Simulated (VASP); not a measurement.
# SnO (P4/nmm) in VASP: notebook, part 2 of 2

VASP 6.6.1. Earlier steps stand in the parts before.

## 4. Single point, r2SCAN (biaxial strain in the a-b plane: -2.0 %, then relaxed in part)

POSCAR

```
SnO
1.0
    3.7316854615      0.0000000000      0.0000000000
    0.0000000000      3.7316854615      0.0000000000
    0.0000000000      0.0000000000      5.0442070582
Sn O
2 2
Direct
    0.0000000000      0.5000000000      0.2325523355
    0.5000000000      0.0000000000      0.7674476645
    0.5000000000      0.5000000000      0.0000000000
    0.0000000000      0.0000000000      0.0000000000
```

INCAR.step1

```
PREC = Accurate
ENCUT = 520
ISMEAR = 0
SIGMA = 0.01
LREAL = False
LASPH = True
NELM = 80
NBANDS = 28
GGA = PE
ALGO = Normal
EDIFF = 1E-4
LWAVE = True
LCHARG = False
```

INCAR.step2

```
PREC = Accurate
ENCUT = 520
EDIFF = 1E-6
ISMEAR = 0
SIGMA = 0.01
LREAL = False
LASPH = True
NELM = 80
ALGO = Normal
ISIF = 2
LWAVE = False
LCHARG = False
METAGGA = R2SCAN
LMIXTAU = True
NBANDS = 28
ISTART = 1
```

KPOINTS

```
regular mesh
0
Gamma
  10 10 8
```

Potentials or basis: VASP PAW PBE potentials, release 64 (Sn_d, O).

The run is started by

```
> cat potpaw_PBE.64/Sn_d/POTCAR potpaw_PBE.64/O/POTCAR > POTCAR
> cp INCAR.step1 INCAR
> mpirun -np 1 vasp_std > vasp.out
> cp INCAR.step2 INCAR
> mpirun -np 1 vasp_std > vasp.out
```

OUTCAR:

```text
PREC = Accurate
   ENCUT = 520
   EDIFF = 1E-6
   ISMEAR = 0
   LREAL = False
   LASPH = True
   NELM = 80
   ISIF = 2
   METAGGA = R2SCAN
   ISTART = 1

 ion  position               nearest neighbor table
   1  0.000  0.500  0.233-   3 2.20   4 2.20   4 2.20   3 2.20   2 3.53   2 3.53   2 3.53   2 3.53

   2  0.500  0.000  0.767-   3 2.20   4 2.20   3 2.20   4 2.20   1 3.53   1 3.53   1 3.53   1 3.53

   3  0.500  0.500  0.000-   1 2.20   2 2.20   2 2.20   1 2.20
[... 947 lines left out ...]

  FORCE on cell =-STRESS in cart. coord.  units (eV):
  Direction    XX          YY          ZZ          XY          YZ          ZX
  --------------------------------------------------------------------------------------
  -------------------------------------------------------------------------------------
  Total        2.0023203      2.0023203      0.2608223      0.0000000      0.0000000      0.0000000
  in kB       45.6710673     45.6710673      5.9491149      0.0000000      0.0000000      0.0000000
  external PRESSURE =      32.4304165 kB  Pullay stress =       0.0000000 kB

 VOLUME and BASIS-vectors are now :
 -----------------------------------------------------------------------------
  energy-cutoff  :      520.00
  volume of cell :       70.24
      direct lattice vectors                 reciprocal lattice vectors
     3.731685462  0.000000000  0.000000000     0.267975426  0.000000000  0.000000000
     0.000000000  3.731685462  0.000000000     0.000000000  0.267975426  0.000000000
     0.000000000  0.000000000  5.044207058     0.000000000  0.000000000  0.198247215

 POSITION                                       TOTAL-FORCE (eV/Angst)
 -----------------------------------------------------------------------------------
      0.00000      1.86584      1.17304         0.000000      0.000000      0.152658
      1.86584      0.00000      3.87116        -0.000000      0.000000     -0.152658
      1.86584      1.86584      0.00000         0.000000      0.000000      0.000000
      0.00000      0.00000      0.00000         0.000000     -0.000000      0.000000
 -----------------------------------------------------------------------------------
    total drift:                                0.000000      0.000000     -0.000000

  FREE ENERGIE OF THE ION-ELECTRON SYSTEM (eV)
  ---------------------------------------------------
  free  energy   TOTEN  =       -66.8625282906 eV

  energy  without entropy=      -66.8625282906  energy(sigma->0) =      -66.86252829
```

OUTCAR.step1:

```text
PREC = Accurate
   ENCUT = 520
   ISMEAR = 0
   LREAL = False
   LASPH = True
[... 977 lines left out ...]
      0.00000      1.86584      1.17304        -0.000000      0.000000      0.644704
      1.86584      0.00000      3.87116        -0.000000      0.000000     -0.644704
      1.86584      1.86584      0.00000         0.000000      0.000000      0.000000
      0.00000      0.00000      0.00000        -0.000000     -0.000000      0.000000
 -----------------------------------------------------------------------------------
    total drift:                                0.000000      0.000000     -0.000000

  FREE ENERGIE OF THE ION-ELECTRON SYSTEM (eV)
  ---------------------------------------------------
  free  energy   TOTEN  =       -22.5977982189 eV

  energy  without entropy=      -22.5977854026  energy(sigma->0) =      -22.59779181
```

OSZICAR.step1:

```text
N       E                     dE             d eps       ncg     rms          rms(c)
DAV:   1     0.424831854085E+03    0.42483E+03   -0.19937E+04  6076   0.219E+03
DAV:   2     0.387843622388E+02   -0.38605E+03   -0.37049E+03  6068   0.548E+02
DAV:   3    -0.233120392692E+02   -0.62096E+02   -0.61017E+02  6700   0.182E+02
DAV:   4    -0.262686059928E+02   -0.29566E+01   -0.29426E+01  6712   0.428E+01
DAV:   5    -0.263375517885E+02   -0.68946E-01   -0.68938E-01  6468   0.707E+00    0.118E+01
DAV:   6    -0.225925822019E+02    0.37450E+01   -0.16268E+01  9496   0.444E+01    0.482E+00
DAV:   7    -0.226169849345E+02   -0.24403E-01   -0.19596E+00  6984   0.847E+00    0.251E+00
DAV:   8    -0.226049776759E+02    0.12007E-01   -0.27610E-01  8184   0.381E+00    0.819E-01
DAV:   9    -0.225967414466E+02    0.82362E-02   -0.50155E-02  9068   0.247E+00    0.228E-01
DAV:  10    -0.225980469083E+02   -0.13055E-02   -0.70920E-03  7704   0.770E-01    0.136E-01
DAV:  11    -0.225977494434E+02    0.29746E-03   -0.17226E-03  8776   0.415E-01    0.243E-02
DAV:  12    -0.225977982189E+02   -0.48776E-04   -0.34375E-04  6104   0.103E-01
   1 F= -.22597798E+02 E0= -.22597792E+02  d E =-.128163E-04
```

Run time: 11 min. Hardware: 1 thread of Oxide Virtual Turin-like, shared host; peak memory 0.26 GiB.

Results:

```yaml
Free_energy: -66.8625 eV
Pressure: 3.2 GPa
Largest_force: 0.153 eV/Å
Band_gap_on_the_k_mesh: 0.15 eV (least direct gap 2.42 eV)
```

Forces in eV/Å, atoms in the order of the input:
```
Sn   0.000  0.000  0.153
Sn   0.000  0.000 -0.153
O    0.000  0.000  0.000
O    0.000  0.000  0.000
```

Stress tensor (GPa, compression positive):
```
4.57 0.00 0.00
0.00 4.57 0.00
0.00 0.00 0.59
```

Caveat: the cell differs from its parent crystal (biaxial strain in the a-b plane: -2.0 %, then relaxed in part); the cell stands under pressure; semilocal functionals underestimate gaps, and a narrow one can read as zero; the PAW data sets were made with another functional, which shifts forces and pressure a little; spin-orbit coupling is left out, which moves the levels of the heavy elements.

## 5. Single point, r2SCAN

This run uses another cell than the first one, of 17.56 Å³/atom.

POSCAR is that of step 4.

INCAR.step1

```
SYSTEM = SnO
PREC = Accurate
ENCUT = 520
ISMEAR = 0
SIGMA = 0.01
LREAL = .FALSE.
LASPH = .TRUE.
NELM = 80
NBANDS = 28
GGA = PE
ALGO = Normal
EDIFF = 1E-4
LWAVE = .TRUE.
LCHARG = .FALSE.
```

INCAR.step2

```
SYSTEM = SnO
PREC = Accurate
ENCUT = 520
EDIFF = 1E-6
ISMEAR = 0
SIGMA = 0.01
LREAL = .FALSE.
LASPH = .TRUE.
NELM = 80
ALGO = Normal
ISIF = 2
LWAVE = .FALSE.
LCHARG = .TRUE.
METAGGA = R2SCAN
LMIXTAU = .TRUE.
LELF = .TRUE.
LVHAR = .TRUE.
NBANDS = 28
ISTART = 1
```

KPOINTS

```
Automatic mesh
0
G
  10 10 8
  0 0 0
```

The run is started by

```
> cat potpaw_PBE.64/Sn_d/POTCAR potpaw_PBE.64/O/POTCAR > POTCAR
> cp INCAR.step1 INCAR
> mpirun -np 1 vasp_std > vasp.out
> cp INCAR.step2 INCAR
> mpirun -np 1 vasp_std > vasp.out
```

It took 11 min on 1 thread of Oxide Virtual Turin-like, shared host; peak memory 0.26 GiB.

It converged, with:

```yaml
Free_energy: -66.8625 eV
Pressure: 3.2 GPa
Largest_force: 0.153 eV/Å
Band_gap_on_the_k_mesh: 0.15 eV (least direct gap 2.42 eV)
```

Forces in eV/Å, atoms in the order of the input:
```
Sn   0.000  0.000  0.153
Sn   0.000  0.000 -0.153
O    0.000  0.000  0.000
O    0.000  0.000  0.000
```

Stress tensor (GPa, compression positive):
```
4.57 0.00 0.00
0.00 4.57 0.00
0.00 0.00 0.59
```

Levels at points of the mesh, in eV from the valence-band top:
| k point | band 18 | band 19 | band 20 | band 21 | band 22 | band 23 |
| --- | --- | --- | --- | --- | --- | --- |
| (0.00, 0.00, 0.00) | -3.68 | -3.68 | 0.00 | 2.42 | 4.13 | 5.00 |
| (0.50, 0.00, 0.00) | -5.47 | -3.18 | -3.18 | 3.10 | 3.10 | 6.28 |
| (0.50, 0.50, 0.00) | -3.00 | -2.30 | -2.30 | 0.15 | 0.15 | 4.41 |
| (0.00, 0.00, 0.50) | -3.70 | -3.46 | -3.00 | 2.16 | 3.26 | 3.26 |
| (0.50, 0.00, 0.50) | -5.44 | -2.26 | -2.26 | 2.40 | 2.40 | 5.87 |
| (0.50, 0.50, 0.50) | -3.00 | -2.93 | -2.93 | 2.30 | 2.30 | 3.88 |

Caveat: the cell stands under pressure; semilocal functionals underestimate gaps, and a narrow one can read as zero; the PAW data sets were made with another functional, which shifts forces and pressure a little; spin-orbit coupling is left out, which moves the levels of the heavy elements.

## 6. Overview

```tsv
cell	gap on the mesh (eV)	pressure (GPa)	largest force (eV/Å)
a = 4.036, b = 4.036, c = 4.758 Å, 4 atoms, atomic positions A	1.12	-6.4	0.20
a = 3.656, b = 3.656, c = 5.210 Å, 4 atoms, atomic positions B	0.14	6.1	0.17
a = 3.732, b = 3.732, c = 5.044 Å, 4 atoms, atomic positions C	0.15	3.2	0.15
```

Alike in all rows: task single point; level r2SCAN; potentials or basis VASP PAW PBE potentials, release 64 (Sn_d, O); no spin polarisation; k mesh 10 × 10 × 8; cutoff (eV) 520; smearing gaussian 0.01 eV.

Caveats: the PAW data sets were made with another functional, which shifts forces and pressure a little; spin-orbit coupling is left out, which moves the levels of the heavy elements; semilocal functionals underestimate gaps, and a narrow one can read as zero (at least some runs); the stress differs along the axes, from -9 to -1 GPa (at least some runs); the stress differs along the axes, from 1 to 9 GPa (at least some runs); the cell stands under pressure (at least some runs).

Total energies depend on the potentials used, so only differences within one code and one set of settings carry meaning.
